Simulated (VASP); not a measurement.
Input of a VASP 6.6.1 run:

File INCAR:

```
ALGO = Normal
EDIFF = 1E-7
ENCUT = 520
GGA = PE
ISIF = 2
ISMEAR = 0
ISPIN = 2
LASPH = True
LCHARG = True
LELF = True
LMAXMIX = 4
LORBIT = 11
LREAL = False
LVHAR = True
LWAVE = False
MAGMOM = 0 1 0 0 0 0 0 0 0 0
NBANDS = 44
NELM = 150
PREC = Accurate
SIGMA = 0.1
```

Contents of KPOINTS:

```
k-points
0
Gamma
  4 4 4
```

The input POSCAR:

```
CdCuC4N4
1.0
    5.9865449400      0.0000000000      0.0000000000
    0.0000000000      5.9865449400      0.0000000000
    0.0000000000      0.0000000000      5.9865449400
Cd Cu C N
1 1 4 4
Direct
    0.5000000000      0.5000000000      0.5000000000
    0.0000000000      0.0000000000      0.0000000000
    0.1848780000      0.1848780000      0.1848780000
    0.1848780000      0.8151220000      0.8151220000
    0.8151220000      0.1848780000      0.8151220000
    0.8151220000      0.8151220000      0.1848780000
    0.2977143400      0.2977143400      0.2977143400
    0.2977143400      0.7022856600      0.7022856600
    0.7022856600      0.2977143400      0.7022856600
    0.7022856600      0.7022856600      0.2977143400
```

Potentials or basis: VASP PAW PBE potentials, release 64 (Cd, Cu, C, N).

Launch:

```bash
$ cat potpaw_PBE.64/Cd/POTCAR potpaw_PBE.64/Cu/POTCAR potpaw_PBE.64/C/POTCAR potpaw_PBE.64/N/POTCAR > POTCAR
$ mpirun -np 1 vasp_std > vasp.out
```

Q: Estimate the largest force.

A: 0.933 eV/Å.

Q: Predict the net moment.

A: 1.00 μB per cell.

Q: Predict the site moments.

A: Cd +0.01; Cu +0.50; C +0.04; N +0.04 μB.

Forces on the atoms (eV/Å):
```
Cd   0.000  0.000  0.000
Cu   0.000  0.000  0.000
C    0.160  0.160  0.160
C    0.160 -0.160 -0.160
C   -0.160  0.160 -0.160
C   -0.160 -0.160  0.160
N   -0.539 -0.539 -0.539
N   -0.539  0.539  0.539
N    0.539 -0.539  0.539
N    0.539  0.539 -0.539
```

Caveat: a cell with one magnetic atom can't hold antiferromagnetic order, which such compounds often take.
